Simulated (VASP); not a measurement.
Runs of VASP 6.6.1 on C. The structure is that of space group P6_3/mmc (No. 194), or close to it. The cells are those of the table. 

```tsv
cell	gap on the mesh (eV)	pressure (GPa)
a = 2.268, b = 2.268, c = 7.278 Å, angles 90.0, 90.0, 120.0°, 4 atoms	none	90.3
a = 2.268, b = 2.268, c = 6.738 Å, angles 90.0, 90.0, 120.0°, 4 atoms	none	97.8
a = 2.366, b = 2.366, c = 6.199 Å, angles 90.0, 90.0, 120.0°, 4 atoms	none	48.3
a = 2.366, b = 2.366, c = 6.469 Å, angles 90.0, 90.0, 120.0°, 4 atoms	none	(b)
a = 2.366, b = 2.366, c = 6.738 Å, angles 90.0, 90.0, 120.0°, 4 atoms	none	43.1
a = 2.662, b = 2.662, c = 7.278 Å, angles 90.0, 90.0, 120.0°, 4 atoms	none	-42.5
a = 2.662, b = 2.662, c = 7.008 Å, angles 90.0, 90.0, 120.0°, 4 atoms	none	(a)
a = 2.268, b = 2.268, c = 7.008 Å, angles 90.0, 90.0, 120.0°, 4 atoms	none	93.8
a = 2.564, b = 2.564, c = 6.199 Å, angles 90.0, 90.0, 120.0°, 4 atoms	none	-29.0
a = 2.366, b = 2.366, c = 7.008 Å, angles 90.0, 90.0, 120.0°, 4 atoms	none	41.1
a = 2.465, b = 2.465, c = 6.469 Å, angles 90.0, 90.0, 120.0°, 4 atoms	none	1.0
a = 2.268, b = 2.268, c = 6.469 Å, angles 90.0, 90.0, 120.0°, 4 atoms	none	102.2
```

Alike in all rows: task single point; level PBE+D3(BJ); potentials or basis VASP PAW PBE potentials, release 64 (C); no spin polarisation; k mesh 24 × 24 × 8; cutoff (eV) 520; smearing gaussian 0.15 eV.

Task: Fill in the values left out.

Result: (a) -44.1; (b) 45.4.

Caveats: pairwise dispersion overbinds metals, which lowers pressure and volume (some runs).

A gap of «none» marks levels without a gap at the run's occupations.
